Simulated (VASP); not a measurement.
# HfB2 (P6/mmm) in VASP: notebook, part 2 of 2

VASP 6.6.1.

## (3) Relaxation of cell and atoms, PBEsol

This run uses another cell than the first one, of 9.90 Å³/atom, 1.018 times its volume.

Contents of INCAR:

```
SYSTEM = HfB2
PREC     = Accurate       ! precision mode
ENCUT    = 600            ! plane-wave cutoff, eV
EDIFF    = 1E-7           ! SCF threshold, eV
ISMEAR   = -1             ! smearing method
SIGMA    = 0.1            ! smearing width, eV
LREAL    = .FALSE.        ! projectors in reciprocal space
LASPH    = .TRUE.         ! aspherical terms in the spheres
NELM     = 60             ! most SCF steps
ALGO     = Normal         ! electronic algorithm
ISIF     = 3              ! what is computed and relaxed
LWAVE    = .FALSE.        ! write WAVECAR
LCHARG   = .FALSE.        ! write CHGCAR
GGA      = PS             ! functional
IBRION   = 2              ! ionic algorithm
NSW      = 100            ! ionic steps
EDIFFG   = -0.002         ! ionic threshold
```

Contents of KPOINTS:

```
Automatic mesh
0
G
  12 12 8
  0 0 0
```

Contents of POSCAR:

```
HfB2
1.0
    3.1400000000      0.0000000000      0.0000000000
   -1.5700000000      2.7193197679      0.0000000000
    0.0000000000      0.0000000000      3.4800000000
Hf B
1 2
Direct
    0.0000000000      0.0000000000      0.0000000000
    0.3333333333      0.6666666667      0.5000000000
    0.6666666667      0.3333333333      0.5000000000
```

Potentials or basis: VASP PAW PBE potentials, release 64 (Hf_pv, B).

Run with:

```
> cat potpaw_PBE.64/Hf_pv/POTCAR potpaw_PBE.64/B/POTCAR > POTCAR
> mpirun -np 1 vasp_std > vasp.out
```

OUTCAR:

```text
SYSTEM = HfB2
   PREC = Accurate
   ENCUT = 600
   EDIFF = 1E-7
   ISMEAR = -1
   LREAL = .FALSE.
   LASPH = .TRUE.
   NELM = 60
   ISIF = 3
   GGA = PS
   IBRION = 2
   NSW = 100
   EDIFFG = -0.002

 ion  position               nearest neighbor table
   1  0.000  0.000  0.000-   2 2.51   3 2.51   2 2.51   3 2.51   3 2.51   3 2.51   2 2.51   2 2.51
                             3 2.51   3 2.51   2 2.51   2 2.51
   2  0.333  0.667  0.500-   3 1.81   3 1.81   3 1.81   1 2.51   1 2.51   1 2.51   1 2.51   1 2.51
                             1 2.51
   3  0.667  0.333  0.500-   2 1.81   2 1.81   2 1.81   1 2.51   1 2.51   1 2.51   1 2.51   1 2.51
                             1 2.51

  LATTYP: Found a hexagonal cell.
 ALAT       =     3.1400000000
 C/A-ratio  =     1.1082802548

  Lattice vectors:

 A1 = (   3.1400000000,   0.0000000000,   0.0000000000)
 A2 = (  -1.5700000000,   2.7193197679,   0.0000000000)
 A3 = (   0.0000000000,   0.0000000000,   3.4800000000)

Analysis of symmetry for initial positions (statically):
=====================================================================
 Subroutine PRICEL returns:
 Original cell was already a primitive cell.

 Routine SETGRP: Setting up the symmetry group for a
 hexagonal supercell.

 Subroutine GETGRP returns: Found 24 space group operations
 (whereof 24 operations were pure point group operations)
 out of a pool of 24 trial point group operations.

The static configuration has the point symmetry D_6h.

Analysis of symmetry for dynamics (positions and initial velocities):
=====================================================================
 Subroutine PRICEL returns:
 Original cell was already a primitive cell.

 Routine SETGRP: Setting up the symmetry group for a
 hexagonal supercell.

 Subroutine GETGRP returns: Found 24 space group operations
 (whereof 24 operations were pure point group operations)
 out of a pool of 24 trial point group operations.

The dynamic configuration has the point symmetry D_6h.

 Subroutine INISYM returns: Found 24 space group operations
[... 141 lines left out ...]

 Free energy of the ion-electron system (eV)
  ---------------------------------------------------
  ext. energy  EPLUGINS =         0.00000000
  ---------------------------------------------------
  free energy    TOTEN  =       -27.86680071 eV

  energy without entropy =      -27.86060048  energy(sigma->0) =      -27.86370060

------------------------ aborting loop because EDIFF is reached ----------------------------------------

  FORCE on cell =-STRESS in cart. coord.  units (eV):
  Direction    XX          YY          ZZ          XY          YZ          ZX
  --------------------------------------------------------------------------------------
  -------------------------------------------------------------------------------------
  Total       -0.7804239     -0.7804239     -0.9414171      0.0000000     -0.0000000     -0.0000000
  in kB      -42.0796344    -42.0796344    -50.7602198      0.0000000     -0.0000000     -0.0000000
  external PRESSURE =     -44.9731629 kB  Pullay stress =       0.0000000 kB
[... 246 lines left out ...]
--------------------------------------- Ionic step        8  -------------------------------------------

 number of electron      16.0000000 magnetization

 Free energy of the ion-electron system (eV)
  ---------------------------------------------------
  ext. energy  EPLUGINS =         0.00000000
  ---------------------------------------------------
  free energy    TOTEN  =       -27.87447137 eV

  energy without entropy =      -27.86831547  energy(sigma->0) =      -27.87139342

 E-fermi :   7.6698     XC(G=0): -12.7652

 val. band max:        7.6333941227   @ k =   0.1667   0.1667   0.1250
 cond. band min:       7.8534034765   @ k =   0.0000   0.0000   0.2500
 fundamental gap:      0.2200093538
 Fermi energy:         7.6698049436

 k-point     1 :       0.0000    0.0000    0.0000
  band No.  band energies     occupation
      1     -22.8238      2.00000
      2     -22.3024      2.00000
      3     -22.3024      2.00000
      4      -6.1297      2.00000
      5       4.6206      2.00000
      6       4.7404      2.00000
      7       4.7404      2.00000
      8       4.9828      2.00000
      9      11.7703      0.00000
     10      11.7703      0.00000
     11      12.4837      0.00000
     12      12.4837      0.00000
[... 331 lines left out ...]
 k-point    24 :       0.3333    0.0000    0.1250
  band No.  band energies     occupation
      1     -22.9144      2.00000
      2     -22.7576      2.00000
      3     -22.4395      2.00000
      4      -3.8154      2.00000
      5       0.7008      2.00000
      6       3.7581      2.00000
      7       4.2123      2.00000
      8       5.2232      2.00000
      9       9.8259      0.00000
     10      10.7827      0.00000
     11      11.4378      0.00000
     12      12.8435      0.00000

 [... further k-points ...]

------------------------ aborting loop because EDIFF is reached ----------------------------------------

  FORCE on cell =-STRESS in cart. coord.  units (eV):
  Direction    XX          YY          ZZ          XY          YZ          ZX
  --------------------------------------------------------------------------------------
  -------------------------------------------------------------------------------------
  Total        0.0010769      0.0010769      0.0002871      0.0000000     -0.0000000     -0.0000000
  in kB        0.0591081      0.0591081      0.0157573      0.0000000     -0.0000000     -0.0000000
  external PRESSURE =       0.0446579 kB  Pullay stress =       0.0000000 kB
[... 18 lines left out ...]
  FREE ENERGIE OF THE ION-ELECTRON SYSTEM (eV)
  ---------------------------------------------------
  free  energy   TOTEN  =       -27.8744713679 eV

  energy  without entropy=      -27.8683154734  energy(sigma->0) =      -27.87139342

 reached required accuracy - stopping structural energy minimisation
```

OSZICAR:

```text
N       E                     dE             d eps       ncg     rms          rms(c)
DAV:   1     0.312073767187E+02    0.31207E+02   -0.91424E+03  2280   0.142E+03
DAV:   2    -0.282417472071E+02   -0.59449E+02   -0.55921E+02  2920   0.256E+02
[... 60 lines left out ...]
   7 F= -.27874468E+02 E0= -.27871389E+02  d E =0.110364E-05
       N       E                     dE             d eps       ncg     rms          rms(c)
DAV:   1    -0.278744770781E+02   -0.88108E-05   -0.16585E-04  2292   0.127E-01    0.359E-02
DAV:   2    -0.278744725180E+02    0.45601E-05   -0.68775E-06  2300   0.261E-02    0.209E-02
DAV:   3    -0.278744713613E+02    0.11567E-05   -0.40332E-06  2688   0.178E-02    0.177E-02
DAV:   4    -0.278744713679E+02   -0.65950E-08   -0.57993E-08  1492   0.263E-03
   8 F= -.27874471E+02 E0= -.27871393E+02  d E =-.203899E-05
```

Run time: 1.7 min. Hardware: 1 thread of AMD EPYC 9R45 (Zen 5), shared host; peak memory 0.17 GiB.

What came out:

| Item | Value |
| --- | --- |
| Free energy | -27.8745 eV |
| Relaxed volume | 9.73 Å³/atom |
| Relaxed cell | a = 3.125 Å, b = 3.125 Å, c = 3.451 Å, α = 90.00°, β = 90.00°, γ = 120.00° |
| Space group after relaxing (to 0.05 Å) | P6/mmm (No. 191) |
| Energy gained by relaxing | 2.6 meV/atom |
| Ionic steps | 8 |
| Pressure after relaxing | 0.0 GPa |
| Band gap on the k mesh | zero (band 8 reaches 8.23 eV, above the bottom of band 9 at 7.12 eV) |

Step by step:
```tsv
step	energy change (eV)	largest force (eV/Å)	pressure (GPa)	volume (Å³)
1	0.0000	0.0000	-4.50	29.71
2	0.0051	0.0000	6.35	28.53
3	-0.0075	0.0000	0.03	29.19
4	-0.0075	0.0000	0.12	29.18
5	-0.0077	0.0000	0.09	29.18
6	-0.0077	0.0000	0.09	29.18
7	-0.0077	0.0000	-0.09	29.20
8	-0.0077	0.0000	0.00	29.19
```

Final structure:
```cif
data_structure
_symmetry_space_group_name_H-M 'P 1'
_symmetry_Int_Tables_number 1
_cell_length_a 3.1253
_cell_length_b 3.1253
_cell_length_c 3.4508
_cell_angle_alpha 90.000
_cell_angle_beta 90.000
_cell_angle_gamma 120.000
_cell_volume 29.19
loop_
_atom_site_label
_atom_site_type_symbol
_atom_site_fract_x
_atom_site_fract_y
_atom_site_fract_z
_atom_site_occupancy
Hf1 Hf 0.00000 0.00000 0.00000 1
B1 B 0.33333 0.66667 0.50000 1
B2 B 0.66667 0.33333 0.50000 1
```

Levels at points of the mesh, in eV from the Fermi level:
```csv
k point,band 6,band 7,band 8,band 9,band 10,band 11
"(0.00, 0.00, 0.00)",-2.93,-2.93,-2.69,4.10,4.10,4.81
"(0.50, 0.00, 0.00)",-4.15,-3.41,-2.93,2.22,2.78,5.75
"(0.00, 0.00, 0.50)",-1.16,-1.16,0.28,0.28,1.01,1.01
"(0.50, 0.00, 0.50)",-5.02,-4.77,-2.60,4.13,4.29,6.39
```

Caveat: the PAW data sets were made with another functional, which shifts forces and pressure a little; spin-orbit coupling is left out, which moves the levels of the heavy elements.
